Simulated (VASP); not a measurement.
# Cd4S (P6/mmm) in VASP: further runs, part 2 of 2

VASP 6.6.1.

### Step 4. Single point, PBE

This run uses another cell than the first one, of 31.27 Å³/atom, 0.994 times its volume.

INCAR reads:

```
ALGO = Normal
EDIFF = 1E-6
ENCUT = 520
GGA = PE
ISIF = 2
ISMEAR = 0
LASPH = True
LCHARG = False
LREAL = False
LWAVE = False
NBANDS = 35
NELM = 80
PREC = Accurate
SIGMA = 0.1
```

KPOINTS reads:

```
k-points
0
Gamma
  6 6 8
```

POSCAR reads:

```
Cd4S
1.0
    5.9652248535      0.0000000000      0.0000000000
   -2.9826124267      5.1660362624      0.0000000000
    0.0000000000      0.0000000000      5.0739168427
Cd S
4 1
Direct
    0.5000000000      0.0000000000      0.0000000000
    0.0000000000      0.5000000000      0.0000000000
    0.5000000000      0.5000000000      0.0000000000
    0.0000000000      0.0000000000      0.0000000000
    0.0000000000      0.0000000000      0.5000000000
```

Potentials or basis: VASP PAW PBE potentials, release 64 (Cd, S).

Started as:

```sh
cat potpaw_PBE.64/Cd/POTCAR potpaw_PBE.64/S/POTCAR > POTCAR
mpirun -np 1 vasp_std > vasp.out
```

OUTCAR:

```text
EDIFF = 1E-6
   ENCUT = 520
   GGA = PE
   ISIF = 2
   ISMEAR = 0
   LASPH = True
   LREAL = False
   NELM = 80
   PREC = Accurate

 ion  position               nearest neighbor table
   1  0.500  0.000  0.000-   3 2.98   3 2.98   4 2.98   4 2.98   2 2.98   2 2.98
   2  0.000  0.500  0.000-   4 2.98   4 2.98   3 2.98   3 2.98   1 2.98   1 2.98
   3  0.500  0.500  0.000-   1 2.98   1 2.98   2 2.98   2 2.98   4 2.98   4 2.98
   4  0.000  0.000  0.000-   5 2.54   5 2.54   2 2.98   2 2.98   1 2.98   1 2.98   3 2.98   3 2.98

   5  0.000  0.000  0.500-   4 2.54   4 2.54

  LATTYP: Found a hexagonal cell.
 ALAT       =     5.9652248535
 C/A-ratio  =     0.8505826632

  Lattice vectors:

 A1 = (   5.9652248535,   0.0000000000,   0.0000000000)
 A2 = (  -2.9826124267,   5.1660362624,   0.0000000000)
 A3 = (   0.0000000000,   0.0000000000,   5.0739168427)

Analysis of symmetry for initial positions (statically):
=====================================================================
 Subroutine PRICEL returns:
 Original cell was already a primitive cell.

 Routine SETGRP: Setting up the symmetry group for a
 hexagonal supercell.

 Subroutine GETGRP returns: Found 24 space group operations
 (whereof 24 operations were pure point group operations)
 out of a pool of 24 trial point group operations.

The static configuration has the point symmetry D_6h.

Analysis of symmetry for dynamics (positions and initial velocities):
=====================================================================
 Subroutine PRICEL returns:
 Original cell was already a primitive cell.

 Routine SETGRP: Setting up the symmetry group for a
 hexagonal supercell.

 Subroutine GETGRP returns: Found 24 space group operations
 (whereof 24 operations were pure point group operations)
 out of a pool of 24 trial point group operations.

The dynamic configuration has the point symmetry D_6h.

 Subroutine INISYM returns: Found 24 space group operations
 (whereof 24 operations are pure point group operations),
 and found     1 'primitive' translations

----------------------------------------------------------------------------------------

                                     Primitive cell

  volume of cell :     156.3607

  direct lattice vectors                    reciprocal lattice vectors
     5.965224853  0.000000000  0.000000000     0.167638274  0.096786003  0.000000000
    -2.982612427  5.166036262  0.000000000     0.000000000  0.193572006  0.000000000
     0.000000000  0.000000000  5.073916843     0.000000000  0.000000000  0.197086399

  length of vectors
     5.965224853  5.965224853  5.073916843     0.193572006  0.193572006  0.197086399

  position of ions in fractional coordinates (direct lattice)
     0.500000000  0.000000000  0.000000000
     1.000000000  0.500000000  0.000000000
     0.500000000  0.500000000  0.000000000
     0.000000000  0.000000000  0.000000000
     0.000000000  0.000000000  0.500000000

  ion indices of the primitive-cell ions
   primitive index   ion index
                 1           1
                 2           2
                 3           3
                 4           4
                 5           5

----------------------------------------------------------------------------------------

 KPOINTS: k-points

Automatic generation of k-mesh.
 Grid dimensions read from file:
 generate k-points for:    6    6    8

 Generating k-lattice:

  Cartesian coordinates                     Fractional coordinates (reciprocal lattice)
     0.027939712  0.016131000  0.000000000     0.166666667  0.000000000  0.000000000
     0.000000000  0.032262001  0.000000000     0.000000000  0.166666667  0.000000000
     0.000000000  0.000000000  0.024635800     0.000000000  0.000000000  0.125000000

  Length of vectors
     0.032262001  0.032262001  0.024635800

  Shift w.r.t. Gamma in fractional coordinates (k-lattice)
     0.000000000  0.000000000  0.000000000

 Subroutine IBZKPT returns following result:
 ===========================================

 Found     35 irreducible k-points:

 Following reciprocal coordinates:
            Coordinates               Weight
  0.000000  0.000000  0.000000      1.000000
  0.166667 -0.000000  0.000000      6.000000
  0.333333 -0.000000  0.000000      6.000000
  0.500000 -0.000000  0.000000      3.000000
  0.166667  0.166667  0.000000      6.000000
  0.333333  0.166667  0.000000     12.000000
[... 16 lines left out ...]
  0.166667 -0.000000  0.375000     12.000000
  0.333333 -0.000000  0.375000     12.000000
 [... further k-points ...]
   k-points           NKPTS =     35   k-points in BZ     NKDIM =     35   number of bands    NBANDS=     35
   number of dos      NEDOS =    301   number of ions     NIONS =      5
   total plane-waves  NPLWV =  92160
   dimension x,y,z NGX =    48 NGY =   48 NGZ =   40
   dimension x,y,z NGXF=    96 NGYF=   96 NGZF=   80
   ions per type =               4   1
   NGX,Y,Z   is equivalent  to a cutoff of  13.38, 13.38, 13.11 a.u.
   NGXF,Y,Z  is equivalent  to a cutoff of  26.75, 26.75, 26.21 a.u.
 SYSTEM =  unknown system
   PREC   = accura    normal or accurate (medium, high low for compatibility)
   ISTART =      0    job   : 0-new  1-cont  2-samecut
   ICHARG =      2    charge: 1-file 2-atom 10-const
   ISPIN  =      1    spin polarized calculation?
   LNONCOLLINEAR =      F non collinear calculations
   LSORBIT =      F    spin-orbit coupling
   LASPH  =      T    aspherical Exc in radial PAW
   ENCUT  =  520.0 eV  38.22 Ry    6.18 a.u.  11.09 11.09  9.43*2*pi/ulx,y,z
   NELM   =     80;   NELMIN=  2; NELMDL= -5     # of ELM steps
   EDIFF  = 0.1E-05   stopping-criterion for ELM
   LREAL  =      F    real-space projection
   EDIFFG = 0.1E-04   stopping-criterion for IOM
   NSW    =      0    number of steps for IOM
   IBRION =     -1    ionic relax: 0-MD 1-quasi-New 2-CG
   NFREE  =      0    steps in history (QN), initial steepest desc. (CG)
   ISIF   =      2    stress and relaxation
   ISYM   =      2    0-nonsym 1-usesym 2-fastsym
   POTIM  = 0.5000    time-step for ionic-motion
   TEBEG  =    0.0;   TEEND  =   0.0 temperature during run
   PSTRESS=    0.0 pullay stress
   NELECT =      54.0000    total number of electrons
   NUPDOWN=      -1.0000    fix difference up-down
   EMIN   =  10.00;   EMAX   =-10.00  energy-range for DOS
   EFERMI =   0.00;   METHOD = LEGACY
   ISMEAR =     0;   SIGMA  =   0.10  broadening in eV -4-tet -1-fermi 0-gaus
   EFERMI_NEDOS =   21; number of points for ismear=-14 and -15
   IALGO  =     38    algorithm
   IMIX   =      4    mixing-type and parameters
     AMIX     =   0.40;   BMIX     =  1.00
     AMIX_MAG =   1.60;   BMIX_MAG =  1.00
  volume/ion in A,a.u.               =      31.27       211.03
  Fermi-wavevector in a.u.,A,eV,Ry     =   1.148586  2.170513 17.949486  1.319250
  Thomas-Fermi vector in A             =   2.285260
   LORBIT       =      0    0 simple, 1 ext, 2 COOP (PROOUT), +10 PAW based schemes
   GGA     = PE    functional components
   LHFCALC =     F    Hartree Fock is set to
   AEXX    =    0.0000 exact exchange contribution
   IVDW    =     0    specifies the selected vdW correction
   LEPSILON=     F    determine dielectric tensor
   LRPA    =     F    only Hartree local field effects (RPA)
 non-spin polarized calculation
 Gauss-broadening in eV      SIGMA  =   0.10
  energy-cutoff  :      520.00
  volume of cell :      156.36
 maximum number of plane-waves:      4239
 NGX is ok and might be reduce to    48
   NGX = 23   NGY = 23   NGZ = 19

 number of electron      53.9999986 magnetization

 Free energy of the ion-electron system (eV)
  ---------------------------------------------------
  ext. energy  EPLUGINS =         0.00000000
  ---------------------------------------------------
  free energy    TOTEN  =        -6.38210905 eV

  energy without entropy =       -6.36567284  energy(sigma->0) =       -6.37389095

 E-fermi :   0.7035     XC(G=0):  -8.4956

 val. band max:        0.6982234802   @ k =   0.5000  -0.0000   0.1250
 cond. band min:       0.7046620023   @ k =   0.3333  -0.0000   0.2500
 fundamental gap:      0.0064385221
 Fermi energy:         0.7035254932

 k-point     1 :       0.0000    0.0000    0.0000
  band No.  band energies     occupation
      1     -11.4130      2.00000
      2      -8.9211      2.00000
      3      -8.9211      2.00000
      4      -8.9132      2.00000
      5      -8.7514      2.00000
      6      -8.3743      2.00000
[... 27 lines left out ...]
     34       6.7561      0.00000
     35       6.7561      0.00000
[... 843 lines left out ...]
      5      -8.5932      2.00000
      6      -8.2980      2.00000
[... 27 lines left out ...]
     34       6.1157      0.00000
     35       7.4903      0.00000

 [... further k-points ...]
[... 5 lines left out ...]
  --------------------------------------------------------------------------------------
  -------------------------------------------------------------------------------------
  Total        0.1996355      0.1996355      0.1768389      0.0000000      0.0000000      0.0000000
  in kB        2.0456002      2.0456002      1.8120108      0.0000000      0.0000000      0.0000000
  external PRESSURE =       1.9677371 kB  Pullay stress =       0.0000000 kB

 VOLUME and BASIS-vectors are now :
 -----------------------------------------------------------------------------
  energy-cutoff  :      520.00
  volume of cell :      156.36
      direct lattice vectors                 reciprocal lattice vectors
     5.965224853  0.000000000  0.000000000     0.167638274  0.096786003  0.000000000
    -2.982612427  5.166036262  0.000000000     0.000000000  0.193572006  0.000000000
     0.000000000  0.000000000  5.073916843     0.000000000  0.000000000  0.197086399

 POSITION                                       TOTAL-FORCE (eV/Angst)
 -----------------------------------------------------------------------------------
      2.98261      0.00000      0.00000         0.000000      0.000000      0.000000
     -1.49131      2.58302      0.00000        -0.000000      0.000000      0.000000
      1.49131      2.58302      0.00000        -0.000000      0.000000      0.000000
      0.00000      0.00000      0.00000         0.000000      0.000000      0.000000
      0.00000      0.00000      2.53696         0.000000      0.000000      0.000000
 -----------------------------------------------------------------------------------
    total drift:                               -0.000000      0.000000      0.000000

  FREE ENERGIE OF THE ION-ELECTRON SYSTEM (eV)
  ---------------------------------------------------
  free  energy   TOTEN  =        -6.3821090547 eV

  energy  without entropy=       -6.3656728438  energy(sigma->0) =       -6.37389095
```

It took 3.1 min on 1 thread of AMD EPYC 9R45 (Zen 5), shared host; peak memory 0.33 GiB.

Results:

```
Free energy            : -6.3821 eV
Pressure               : 0.2 GPa
Band gap on the k mesh : zero (band 27 reaches 1.27 eV, above the bottom of band 28 at 0.33 eV)
```

### Step 5. Relaxation of cell and atoms, PBE

This run uses another cell than the first one, of 28.32 Å³/atom, 0.900 times its volume.

INCAR reads:

```
PREC = Accurate
ENCUT = 600
EDIFF = 1E-6
ISMEAR = 0
SIGMA = 0.1
LREAL = F
LASPH = T
NELM = 100
ALGO = Normal
ISIF = 3
LWAVE = F
LCHARG = F
GGA = PE
IBRION = 2
NSW = 90
EDIFFG = -0.04
```

KPOINTS reads:

```
regular mesh
0
Gamma
  6 6 4
```

Changes to POSCAR since step 4:

```diff
@@ -2,5 +2,5 @@
 1.0
-    5.9652248535      0.0000000000      0.0000000000
-   -2.9826124267      5.1660362624      0.0000000000
-    0.0000000000      0.0000000000      5.0739168427
+    5.7260332100      0.0000000000      0.0000000000
+   -2.8630166000      4.9588902200      0.0000000000
+    0.0000000000      0.0000000000      4.9873986000
 Cd S
```

Started as:

```sh
cat potpaw_PBE.64/Cd/POTCAR potpaw_PBE.64/S/POTCAR > POTCAR
mpirun -np 1 vasp_std > vasp.out
```

It took 5.5 min on 1 thread of AMD EPYC 9R45 (Zen 5), shared host; peak memory 0.31 GiB.

Results (log left out):

```yaml
Free_energy: -6.3519 eV
Relaxed_volume: 31.50 Å³/atom
Relaxed_cell: a = 5.980 Å, b = 5.980 Å, c = 5.086 Å, α = 90.00°, β = 90.00°, γ = 120.00°
Space_group_after_relaxing_to_0.05_Å: P6/mmm (No. 191)
Energy_gained_by_relaxing: 39.0 meV/atom
Ionic_steps: 5
Pressure_after_relaxing: 0.0 GPa
Band_gap_on_the_k_mesh: zero (band 27 reaches 1.17 eV, above the bottom of band 28 at 0.30 eV)
```

Step by step:
| step | energy change (eV) | largest force (eV/Å) | pressure (GPa) | volume (Å³) |
| --- | --- | --- | --- | --- |
| 1 | 0.0000 | 0.0000 | 4.27 | 141.62 |
| 2 | -0.1931 | 0.0000 | -0.03 | 157.66 |
| 3 | -0.1931 | 0.0000 | -0.04 | 157.75 |
| 4 | -0.1946 | 0.0000 | -0.01 | 157.63 |
| 5 | -0.1952 | 0.0000 | 0.03 | 157.49 |

Final structure:
```xyz
5
Lattice="5.9796 0.0000 0.0000 -2.9898 5.1785 0.0000 0.0000 0.0000 5.0862" Properties=species:S:1:pos:R:3 pbc="T T T"
Cd    2.9898    0.0000    5.0862
Cd   -1.4949    2.5892    0.0000
Cd    1.4949    2.5892    0.0000
Cd    0.0000    0.0000    0.0000
S     0.0000    0.0000    2.5431
```

Levels at points of the mesh, in eV from the Fermi level:
```csv
k point,band 23,band 24,band 25,band 26,band 27,band 28,band 29,band 30,band 31,band 32
"(0.00, 0.00, 0.00)",-3.22,-2.25,-2.25,-0.55,0.50,0.50,1.03,1.03,1.06,2.17
"(0.50, 0.00, 0.00)",-4.10,-3.05,-2.61,-1.23,-0.93,0.11,2.53,4.07,4.19,4.62
"(0.00, 0.00, 0.50)",-1.80,-1.19,-1.19,-0.49,-0.49,-0.36,-0.01,0.89,0.89,3.96
"(0.50, 0.00, 0.50)",-4.66,-2.12,-1.75,-1.43,-1.31,1.68,1.87,2.21,4.60,4.84
```

### Step 6. Relaxation of cell and atoms, PBE

INCAR reads:

```
SYSTEM = Cd4S
PREC = Accurate ; ENCUT = 600
EDIFF = 1E-6 ; ISMEAR = 0
SIGMA = 0.1 ; LREAL = .False.
LASPH = .True. ; NELM = 60
ALGO = Normal ; ISIF = 3
LWAVE = .False. ; LCHARG = .False.
GGA = PE ; IBRION = 2
NSW = 100 ; EDIFFG = -0.01
```

KPOINTS reads:

```
regular mesh
0
Gamma
  6 6 8
  0 0 0
```

Changes to POSCAR since step 5:

```diff
@@ -2,5 +2,5 @@
 1.0
-    5.7260332100      0.0000000000      0.0000000000
-   -2.8630166000      4.9588902200      0.0000000000
-    0.0000000000      0.0000000000      4.9873986000
+    5.9709445746      0.0000000000      0.0000000000
+   -2.9854722873      5.1709896862      0.0000000000
+    0.0000000000      0.0000000000      5.0958099063
 Cd S
```

Potentials or basis: VASP PAW PBE potentials, release 64 (Cd, S).

Started as:

```sh
cat potpaw_PBE.64/Cd/POTCAR potpaw_PBE.64/S/POTCAR > POTCAR
mpirun -np 1 vasp_std > vasp.out
```

Run time: 6.5 min. Hardware: 1 thread of AMD EPYC 9R45 (Zen 5), shared host; peak memory 0.38 GiB.

It converged, with:

- Free energy: -6.3816 eV
- Relaxed volume: 31.40 Å³/atom
- Relaxed cell: a = 5.973 Å, b = 5.973 Å, c = 5.080 Å, α = 90.00°, β = 90.00°, γ = 120.00°
- Space group after relaxing (to 0.05 Å): P6/mmm (No. 191)
- Energy gained by relaxing: 0.1 meV/atom
- Ionic steps: 3
- Pressure after relaxing: 0.0 GPa
- Band gap on the k mesh: zero (band 27 reaches 1.24 eV, above the bottom of band 28 at 0.32 eV)

Step by step:
```csv
step,energy change (eV),largest force (eV/Å),pressure (GPa),volume (Å³)
1,0.0000,0.0000,-0.05,157.34
2,-0.0003,0.0000,0.00,157.12
3,-0.0003,0.0000,0.03,156.98
```

Final structure:
```
Cd S
1.0
     5.97345    0.00000    0.00000
    -2.98672    5.17316    0.00000
     0.00000    0.00000    5.07990
Cd S
4 1
Direct
  0.50000 0.00000 0.00000
  0.00000 0.50000 0.00000
  0.50000 0.50000 0.00000
  0.00000 0.00000 0.00000
  0.00000 0.00000 0.50000
```

Levels at points of the mesh, in eV from the Fermi level:
```
           k point  band 24  band 25  band 26  band 27  band 28  band 29  band 30  band 31
(0.00, 0.00, 0.00)    -2.27    -2.27    -0.55     0.51     0.51     1.03     1.03     1.07
(0.50, 0.00, 0.00)    -3.07    -2.62    -1.22    -0.95     0.11     2.53     4.07     4.21
(0.00, 0.00, 0.50)    -1.21    -1.21    -0.49    -0.49    -0.36    -0.02     0.90     0.90
(0.50, 0.00, 0.50)    -2.12    -1.77    -1.43    -1.33     1.68     1.86     2.20     4.61
```

### Step 7. Overview

| task | cell | k mesh | cutoff (eV) | gap on the mesh (eV) | pressure (GPa) | relaxed volume (Å³/atom) |
| --- | --- | --- | --- | --- | --- | --- |
| single point | a = 5.971, b = 5.971, c = 5.096 Å, angles 90.0, 90.0, 120.0°, 5 atoms | 6 × 6 × 4 | 520 | none | 0.1 | - |
| single point | a = 5.726, b = 5.726, c = 4.987 Å, angles 90.0, 90.0, 120.0°, 5 atoms | 6 × 6 × 4 | 520 | none | 4.3 | - |
| single point | a = 5.965, b = 5.965, c = 5.074 Å, angles 90.0, 90.0, 120.0°, 5 atoms | 6 × 6 × 8 | 520 | none | 0.2 | - |
| relaxation of cell and atoms | relaxed from a = 5.726, b = 5.726, c = 4.987 Å, angles 90.0, 90.0, 120.0°, 5 atoms | 6 × 6 × 4 | 600 | none | 0.0 | 31.50 |
| relaxation of cell and atoms | relaxed from a = 5.971, b = 5.971, c = 5.096 Å, angles 90.0, 90.0, 120.0°, 5 atoms | 6 × 6 × 8 | 600 | none | 0.0 | 31.40 |

Alike in all rows: level PBE; potentials or basis VASP PAW PBE potentials, release 64 (Cd, S); no spin polarisation; smearing gaussian 0.1 eV.

Absolute energies hang on the potentials; compare differences alone.
